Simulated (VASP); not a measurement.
# BaTiO3 (Pm-3m) in VASP: further runs

BaTiO3 is run at these levels: PBE+D3(BJ), revPBE+D3(BJ), PBE+D4; tasks: single point, relaxation of cell and atoms.

Everything below comes from runs of VASP 6.6.1. Logs are shortened: lines on timing, memory, paths and dates and some standing lists are left out, and cuts for length are marked.

### Step 1. The cell of the first run

Symmetry: Pm-3m, No. 221, cubic system. Conventional cell: a = 3.992 Å, b = 3.992 Å, c = 3.992 Å, α = 90.00°, β = 90.00°, γ = 90.00°. Ba (site symmetry m-3m) has 12 O at 2.82 Å and 8 Ti at 3.46 Å within 3.7 Å. Within 2.6 Å of Ti (site symmetry m-3m) lie 6 O at 2.00 Å. O (site symmetry 4/mmm) has 2 Ti at 2.00 Å within 2.6 Å.

### Step 2. Single point, PBE+D3(BJ)

INCAR reads:

```
PREC = Accurate
ENCUT = 520
EDIFF = 1E-6
ISMEAR = -1
SIGMA = 0.02
LREAL = False
LASPH = True
NELM = 60
ALGO = Normal
ISIF = 2
LWAVE = False
LCHARG = True
GGA = PE
IVDW = 12
LELF = True
LVHAR = True
NBANDS = 28
```

KPOINTS reads:

```
regular mesh
0
Gamma
  6 6 6
```

POSCAR reads:

```
BaTiO3
1.0
    3.9922937668      0.0000000000      0.0000000000
    0.0000000000      3.9922937668      0.0000000000
    0.0000000000      0.0000000000      3.9922937668
Ba Ti O
1 1 3
Direct
    0.5000000000      0.5000000000      0.5000000000
    0.0000000000      0.0000000000      0.0000000000
    0.5000000000      0.0000000000      0.0000000000
    0.0000000000      0.5000000000      0.0000000000
    0.0000000000      0.0000000000      0.5000000000
```

Potentials or basis: VASP PAW PBE potentials, release 64 (Ba_sv, Ti_sv, O).

The run is started by

```console
$ cat potpaw_PBE.64/Ba_sv/POTCAR potpaw_PBE.64/Ti_sv/POTCAR potpaw_PBE.64/O/POTCAR > POTCAR
$ mpirun -np 1 vasp_std > vasp.out
```

OUTCAR:

```text
PREC = Accurate
   ENCUT = 520
   EDIFF = 1E-6
   ISMEAR = -1
   LREAL = False
   LASPH = True
   NELM = 60
   ISIF = 2
   GGA = PE
   IVDW = 12
 IVDW          = 12

 ion  position               nearest neighbor table
   1  0.500  0.500  0.500-   3 2.82   4 2.82   5 2.82   3 2.82   4 2.82   3 2.82   5 2.82   3 2.82
                             4 2.82   5 2.82   4 2.82   5 2.82   2 3.46   2 3.46   2 3.46   2 3.46
   2  0.000  0.000  0.000-   3 2.00   4 2.00   5 2.00   5 2.00   4 2.00   3 2.00   1 3.46   1 3.46
                             1 3.46   1 3.46   1 3.46   1 3.46   1 3.46   1 3.46
   3  0.500  0.000  0.000-   2 2.00   2 2.00   1 2.82   1 2.82   1 2.82   1 2.82
   4  0.000  0.500  0.000-   2 2.00   2 2.00   1 2.82   1 2.82   1 2.82   1 2.82
   5  0.000  0.000  0.500-   2 2.00   2 2.00   1 2.82   1 2.82   1 2.82   1 2.82

  LATTYP: Found a simple cubic cell.
 ALAT       =     3.9922937668

  Lattice vectors:

 A1 = (   3.9922937668,   0.0000000000,   0.0000000000)
 A2 = (   0.0000000000,   3.9922937668,   0.0000000000)
 A3 = (   0.0000000000,   0.0000000000,   3.9922937668)

Analysis of symmetry for initial positions (statically):
=====================================================================
 Subroutine PRICEL returns:
 Original cell was already a primitive cell.

 Routine SETGRP: Setting up the symmetry group for a
 simple cubic supercell.

 Subroutine GETGRP returns: Found 48 space group operations
 (whereof 48 operations were pure point group operations)
 out of a pool of 48 trial point group operations.

The static configuration has the point symmetry O_h .

Analysis of symmetry for dynamics (positions and initial velocities):
=====================================================================
 Subroutine PRICEL returns:
 Original cell was already a primitive cell.

 Routine SETGRP: Setting up the symmetry group for a
 simple cubic supercell.

 Subroutine GETGRP returns: Found 48 space group operations
 (whereof 48 operations were pure point group operations)
 out of a pool of 48 trial point group operations.

The dynamic configuration has the point symmetry O_h .

 Subroutine INISYM returns: Found 48 space group operations
 (whereof 48 operations are pure point group operations),
 and found     1 'primitive' translations

----------------------------------------------------------------------------------------

                                     Primitive cell

  volume of cell :      63.6308

  direct lattice vectors                    reciprocal lattice vectors
     3.992293767  0.000000000  0.000000000     0.250482569  0.000000000  0.000000000
     0.000000000  3.992293767  0.000000000     0.000000000  0.250482569  0.000000000
     0.000000000  0.000000000  3.992293767     0.000000000  0.000000000  0.250482569

  length of vectors
     3.992293767  3.992293767  3.992293767     0.250482569  0.250482569  0.250482569

  position of ions in fractional coordinates (direct lattice)
     0.500000000  0.500000000  0.500000000
     0.000000000  0.000000000  0.000000000
     0.500000000  0.000000000  0.000000000
     0.000000000  0.500000000  0.000000000
     0.000000000  0.000000000  0.500000000

  ion indices of the primitive-cell ions
   primitive index   ion index
                 1           1
                 2           2
                 3           3
                 4           4
                 5           5

----------------------------------------------------------------------------------------

 KPOINTS: regular mesh

Automatic generation of k-mesh.
 Grid dimensions read from file:
 generate k-points for:    6    6    6

 Generating k-lattice:

  Cartesian coordinates                     Fractional coordinates (reciprocal lattice)
     0.041747095  0.000000000  0.000000000     0.166666667  0.000000000  0.000000000
     0.000000000  0.041747095  0.000000000     0.000000000  0.166666667  0.000000000
     0.000000000  0.000000000  0.041747095     0.000000000  0.000000000  0.166666667

  Length of vectors
     0.041747095  0.041747095  0.041747095

  Shift w.r.t. Gamma in fractional coordinates (k-lattice)
     0.000000000  0.000000000  0.000000000

 Subroutine IBZKPT returns following result:
 ===========================================

 Found     20 irreducible k-points:

 Following reciprocal coordinates:
            Coordinates               Weight
  0.000000  0.000000  0.000000      1.000000
  0.166667  0.000000  0.000000      6.000000
  0.333333  0.000000  0.000000      6.000000
  0.500000  0.000000  0.000000      3.000000
  0.166667  0.166667  0.000000     12.000000
  0.333333  0.166667  0.000000     24.000000
[... 12 lines left out ...]
  0.500000  0.500000  0.333333      6.000000
  0.500000  0.500000  0.500000      1.000000
   k-points           NKPTS =     20   k-points in BZ     NKDIM =     20   number of bands    NBANDS=     28
   number of dos      NEDOS =    301   number of ions     NIONS =      5
[... 65 lines left out ...]

 val. band max:        3.8936478389   @ k =   0.5000   0.5000   0.5000
 cond. band min:       5.6542440080   @ k =   0.0000   0.0000   0.0000
 fundamental gap:      1.7605961691
 Fermi energy:         4.4816673000

 k-point     1 :       0.0000    0.0000    0.0000
  band No.  band energies     occupation
      1     -52.7113      2.00000
      2     -28.9264      2.00000
      3     -28.9264      2.00000
      4     -28.9264      2.00000
      5     -20.9027      2.00000
      6     -13.0173      2.00000
[... 20 lines left out ...]
     27       8.9521      0.00000
     28      11.3614      0.00000

 k-point     2 :       0.1667    0.0000    0.0000
  band No.  band energies     occupation
      1     -52.7110      2.00000
      2     -28.9401      2.00000
      3     -28.9259      2.00000
      4     -28.9259      2.00000
      5     -20.8721      2.00000
      6     -13.0405      2.00000
[... 20 lines left out ...]
     27       9.4933      0.00000
     28      12.0193      0.00000

 k-point     3 :       0.3333    0.0000    0.0000
  band No.  band energies     occupation
      1     -52.7104      2.00000
      2     -28.9673      2.00000
      3     -28.9249      2.00000
      4     -28.9249      2.00000
      5     -20.8097      2.00000
      6     -13.1721      2.00000
[... 20 lines left out ...]
     27      10.7547      0.00000
     28      12.2126      0.00000

 k-point     4 :       0.5000    0.0000    0.0000
  band No.  band energies     occupation
      1     -52.7102      2.00000
      2     -28.9807      2.00000
      3     -28.9243      2.00000
      4     -28.9243      2.00000
      5     -20.7777      2.00000
      6     -13.2594      2.00000
[... 20 lines left out ...]
     27      11.5356      0.00000
     28      12.1232      0.00000

 k-point     5 :       0.1667    0.1667    0.0000
  band No.  band energies     occupation
      1     -52.7107      2.00000
      2     -28.9398      2.00000
      3     -28.9392      2.00000
      4     -28.9254      2.00000
      5     -20.8442      2.00000
      6     -13.0191      2.00000
[... 20 lines left out ...]
     27      10.0160      0.00000
     28      12.2275      0.00000

 k-point     6 :       0.3333    0.1667    0.0000
  band No.  band energies     occupation
      1     -52.7102      2.00000
      2     -28.9665      2.00000
      3     -28.9383      2.00000
      4     -28.9243      2.00000
      5     -20.7873      2.00000
      6     -13.0716      2.00000
[... 339 lines left out ...]
      5     -20.6844      2.00000
      6     -12.5340      2.00000
[... 20 lines left out ...]
     27      11.7668      0.00000
     28      11.7668      0.00000

 k-point    18 :       0.5000    0.3333    0.3333
  band No.  band energies     occupation
      1     -52.7086      2.00000
      2     -28.9760      2.00000
      3     -28.9624      2.00000
      4     -28.9621      2.00000
      5     -20.6650      2.00000
      6     -12.4270      2.00000
[... 20 lines left out ...]
     27      11.6317      0.00000
     28      11.6925      0.00000

 k-point    19 :       0.5000    0.5000    0.3333
  band No.  band energies     occupation
      1     -52.7083      2.00000
      2     -28.9753      2.00000
      3     -28.9753      2.00000
      4     -28.9617      2.00000
      5     -20.6468      2.00000
      6     -12.2479      2.00000
[... 20 lines left out ...]
     27      11.3117      0.00000
     28      11.6476      0.00000

 k-point    20 :       0.5000    0.5000    0.5000
  band No.  band energies     occupation
      1     -52.7081      2.00000
      2     -28.9747      2.00000
      3     -28.9747      2.00000
      4     -28.9747      2.00000
      5     -20.6295      2.00000
      6     -12.0974      2.00000
[... 20 lines left out ...]
     27      11.6477      0.00000
     28      11.6477      0.00000

------------------------ aborting loop because EDIFF is reached ----------------------------------------

 Edisp (eV)   -1.33501

 E8    (eV) :    -0.6070

  FORCE on cell =-STRESS in cart. coord.  units (eV):
  Direction    XX          YY          ZZ          XY          YZ          ZX
  --------------------------------------------------------------------------------------
  -------------------------------------------------------------------------------------
  Total       0.71548     0.71548     0.71548     0.00000    -0.00000     0.00000
  in kB      18.01519    18.01519    18.01519     0.00000    -0.00000     0.00000
  external pressure =       18.02 kB  Pullay stress =        0.00 kB

 VOLUME and BASIS-vectors are now :
 -----------------------------------------------------------------------------
  energy-cutoff  :      520.00
  volume of cell :       63.63
      direct lattice vectors                 reciprocal lattice vectors
     3.992293767  0.000000000  0.000000000     0.250482569  0.000000000  0.000000000
     0.000000000  3.992293767  0.000000000     0.000000000  0.250482569  0.000000000
     0.000000000  0.000000000  3.992293767     0.000000000  0.000000000  0.250482569

 POSITION                                       TOTAL-FORCE (eV/Angst)
 -----------------------------------------------------------------------------------
      1.99615      1.99615      1.99615         0.000000      0.000000      0.000000
      0.00000      0.00000      0.00000         0.000000      0.000000      0.000000
      1.99615      0.00000      0.00000         0.000000      0.000000      0.000000
      0.00000      1.99615      0.00000         0.000000      0.000000      0.000000
      0.00000      0.00000      1.99615         0.000000      0.000000      0.000000
 -----------------------------------------------------------------------------------
    total drift:                                0.000000     -0.000000      0.000000

  FREE ENERGIE OF THE ION-ELECTRON SYSTEM (eV)
  ---------------------------------------------------
  free  energy   TOTEN  =       -41.2865506132 eV

  energy  without entropy=      -41.2865506132  energy(sigma->0) =      -41.28655061
```

It took 69 s on 1 thread of Intel Xeon 8259CL, shared host; peak memory 0.2 GiB.

Results:

```yaml
Free_energy: -41.2866 eV
Pressure: 1.8 GPa
Band_gap_on_the_k_mesh: 1.76 eV (least direct gap 1.90 eV)
Dispersion_energy_per_atom: -0.267 eV
```

Levels at points of the mesh, in eV from the valence-band top:
```csv
k point,band 16,band 17,band 18,band 19,band 20,band 21,band 22,band 23,band 24,band 25
"(0.00, 0.00, 0.00)",-1.10,-1.10,-0.14,-0.14,-0.14,1.76,1.76,1.76,3.96,3.96
"(0.50, 0.00, 0.00)",-1.94,-1.84,-1.84,-0.71,-0.71,1.92,3.52,3.52,3.96,6.00
"(0.50, 0.50, 0.00)",-2.72,-1.72,-0.87,-0.87,-0.09,3.53,3.53,3.95,4.82,7.75
"(0.50, 0.50, 0.50)",-2.40,-2.40,0.00,0.00,0.00,4.21,4.21,4.21,6.76,6.76
```

Caveat: spin-orbit coupling is left out, which moves the levels of the heavy elements. A k mesh can miss the band edges.

### Step 3. Single point, revPBE+D3(BJ)

INCAR reads:

```
PREC = Accurate ; ENCUT = 520
EDIFF = 1E-6 ; ISMEAR = -1
SIGMA = 0.02 ; LREAL = F
LASPH = T ; NELM = 100
ALGO = Normal ; ISIF = 2
LWAVE = F ; LCHARG = T
GGA = RE ; IVDW = 12
LELF = T ; LVHAR = T
NBANDS = 28
```

KPOINTS reads:

```
Automatic mesh
0
Gamma
  6 6 6
```

Edit POSCAR of step 2 so:

```diff
@@ -2,5 +2,5 @@
 1.0
-    3.9922937668      0.0000000000      0.0000000000
-    0.0000000000      3.9922937668      0.0000000000
-    0.0000000000      0.0000000000      3.9922937668
+    3.9932746051      0.0000000000      0.0000000000
+    0.0000000000      3.9932746051      0.0000000000
+    0.0000000000      0.0000000000      3.9932746051
 Ba Ti O
```

Potentials or basis: VASP PAW PBE potentials, release 64 (Ba_sv, Ti_sv, O).

The run is started by

```console
$ cat potpaw_PBE.64/Ba_sv/POTCAR potpaw_PBE.64/Ti_sv/POTCAR potpaw_PBE.64/O/POTCAR > POTCAR
$ mpirun -np 1 vasp_std > vasp.out
```

It took 70 s on 1 thread of Intel Xeon 8259CL, shared host; peak memory 0.2 GiB.

Results (log left out):

| Item | Value |
| --- | --- |
| Free energy | -40.5827 eV |
| Pressure | 1.9 GPa |
| Band gap on the k mesh | 1.78 eV (least direct gap 1.92 eV) |
| Dispersion energy per atom | -0.491 eV |

Levels at points of the mesh, in eV from the valence-band top:
| k point | band 18 | band 19 | band 20 | band 21 | band 22 | band 23 |
| --- | --- | --- | --- | --- | --- | --- |
| (0.00, 0.00, 0.00) | -0.14 | -0.14 | -0.14 | 1.78 | 1.78 | 1.78 |
| (0.50, 0.00, 0.00) | -1.83 | -0.71 | -0.71 | 1.94 | 3.53 | 3.53 |
| (0.50, 0.50, 0.00) | -0.87 | -0.87 | -0.09 | 3.54 | 3.54 | 3.96 |
| (0.50, 0.50, 0.50) | 0.00 | 0.00 | 0.00 | 4.21 | 4.21 | 4.21 |

Caveat: the PAW data sets were made with another functional, which shifts forces and pressure a little; spin-orbit coupling is left out, which moves the levels of the heavy elements. A k mesh can miss the band edges.

### Step 4. Single point, PBE+D4

This run uses another cell than the first one, of 12.76 Å³/atom.

INCAR reads:

```
PREC = Accurate ; ENCUT = 520
EDIFF = 1E-6 ; ISMEAR = -1
SIGMA = 0.02 ; LREAL = F
LASPH = T ; NELM = 60
ALGO = Normal ; ISIF = 2
LWAVE = F ; LCHARG = F
GGA = PE ; IVDW = 13
NBANDS = 28
```

KPOINTS is that of step 3.

Edit POSCAR of step 3 so:

```diff
@@ -2,5 +2,5 @@
 1.0
-    3.9932746051      0.0000000000      0.0000000000
-    0.0000000000      3.9932746051      0.0000000000
-    0.0000000000      0.0000000000      3.9932746051
+    3.9958748814      0.0000000000      0.0000000000
+    0.0000000000      3.9958748814      0.0000000000
+    0.0000000000      0.0000000000      3.9958748814
 Ba Ti O
```

The run is started by

```console
$ cat potpaw_PBE.64/Ba_sv/POTCAR potpaw_PBE.64/Ti_sv/POTCAR potpaw_PBE.64/O/POTCAR > POTCAR
$ mpirun -np 1 vasp_std > vasp.out
```

Run time: 76 s. Hardware: 1 thread of Intel Xeon 8259CL, shared host; peak memory 0.19 GiB.

It converged, with:

```yaml
Free_energy: -41.0406 eV
Pressure: 1.9 GPa
Band_gap_on_the_k_mesh: 1.75 eV (least direct gap 1.90 eV)
Dispersion_energy_per_atom: -0.217 eV
```

Levels at points of the mesh, in eV from the valence-band top:
```
           k point  band 16  band 17  band 18  band 19  band 20  band 21  band 22  band 23  band 24  band 25
(0.00, 0.00, 0.00)    -1.10    -1.10    -0.14    -0.14    -0.14     1.75     1.75     1.75     3.94     3.94
(0.50, 0.00, 0.00)    -1.94    -1.84    -1.84    -0.71    -0.71     1.91     3.51     3.51     3.94     5.97
(0.50, 0.50, 0.00)    -2.71    -1.72    -0.87    -0.87    -0.09     3.52     3.52     3.93     4.80     7.72
(0.50, 0.50, 0.50)    -2.40    -2.40     0.00     0.00     0.00     4.19     4.19     4.19     6.75     6.75
```

Caveat: spin-orbit coupling is left out, which moves the levels of the heavy elements.

### Step 5. Relaxation of cell and atoms, PBE+D3(BJ)

This run uses another cell than the first one, of 12.86 Å³/atom.

INCAR reads:

```
PREC     = Accurate       # precision mode
ENCUT    = 600            # plane-wave cutoff, eV
EDIFF    = 1E-6           # SCF threshold, eV
ISMEAR   = -1             # smearing method
SIGMA    = 0.02           # smearing width, eV
LREAL    = False          # projectors in reciprocal space
LASPH    = True           # aspherical terms in the spheres
NELM     = 100            # most SCF steps
ALGO     = Normal         # electronic algorithm
ISIF     = 3              # what is computed and relaxed
LWAVE    = False          # write WAVECAR
LCHARG   = False          # write CHGCAR
GGA      = PE             # functional
IVDW     = 12             # dispersion correction
IBRION   = 2              # ionic algorithm
NSW      = 100            # ionic steps
EDIFFG   = -0.05          # ionic threshold
```

KPOINTS is that of step 4.

Edit POSCAR of step 4 so:

```diff
@@ -2,5 +2,5 @@
 1.0
-    3.9958748814      0.0000000000      0.0000000000
-    0.0000000000      3.9958748814      0.0000000000
-    0.0000000000      0.0000000000      3.9958748814
+    4.0060000000      0.0000000000      0.0000000000
+    0.0000000000      4.0060000000      0.0000000000
+    0.0000000000      0.0000000000      4.0060000000
 Ba Ti O
```

The run is started by

```console
$ cat potpaw_PBE.64/Ba_sv/POTCAR potpaw_PBE.64/Ti_sv/POTCAR potpaw_PBE.64/O/POTCAR > POTCAR
$ mpirun -np 1 vasp_std > vasp.out
```

Wall time 57 s (1 thread of Intel Xeon 8259CL, shared host); peak memory 0.21 GiB.

The run converged. Its results:

- Free energy: -41.2977 eV
- Pressure after relaxing: -0.1 GPa
- Band gap on the k mesh: 1.74 eV (least direct gap 1.89 eV)
- Dispersion energy per atom: -0.264 eV

Final structure:
```xyz
5
Lattice="4.0060 0.0000 0.0000 0.0000 4.0060 0.0000 0.0000 0.0000 4.0060" Properties=species:S:1:pos:R:3 pbc="T T T"
Ba    2.0030    2.0030    2.0030
Ti    0.0000    0.0000    0.0000
O     2.0030    0.0000    0.0000
O     0.0000    2.0030    0.0000
O     0.0000    0.0000    2.0030
```

Levels at points of the mesh, in eV from the valence-band top:
```csv
k point,band 16,band 17,band 18,band 19,band 20,band 21,band 22,band 23,band 24
"(0.00, 0.00, 0.00)",-1.09,-1.09,-0.15,-0.15,-0.15,1.74,1.74,1.74,3.88
"(0.50, 0.00, 0.00)",-1.91,-1.83,-1.83,-0.71,-0.71,1.90,3.47,3.47,3.89
"(0.50, 0.50, 0.00)",-2.68,-1.72,-0.87,-0.87,-0.09,3.48,3.48,3.89,4.73
"(0.50, 0.50, 0.50)",-2.41,-2.41,0.00,0.00,0.00,4.14,4.14,4.14,6.71
```

Caveat: the relaxation stopped at its first step, so nothing moved; spin-orbit coupling is left out, which moves the levels of the heavy elements. Expect the measured gap to be larger: semilocal functionals such as PBE lack the derivative discontinuity.

### Step 6. The runs side by side

```csv
task,level,cell,cutoff (eV),gap on the mesh (eV),pressure (GPa)
single point,PBE+D3(BJ),"a = 3.992 Å, 5 atoms",520,1.76,1.8
single point,revPBE+D3(BJ),"a = 3.993 Å, 5 atoms",520,1.78,1.9
single point,PBE+D4,"a = 3.996 Å, 5 atoms",520,1.75,1.9
relaxation of cell and atoms,PBE+D3(BJ),"relaxed from a = 4.006 Å, 5 atoms",600,1.74,-0.1
```

Alike in all rows: potentials or basis VASP PAW PBE potentials, release 64 (Ba_sv, Ti_sv, O); no spin polarisation; k mesh 6 × 6 × 6; smearing fermi-dirac 0.02 eV.

Caveats: spin-orbit coupling is left out, which moves the levels of the heavy elements; the PAW data sets were made with another functional, which shifts forces and pressure a little (at least some runs); the relaxation stopped at its first step, so nothing moved (at least some runs).

Total energies depend on the potentials used, so only differences within one code and one set of settings carry meaning.
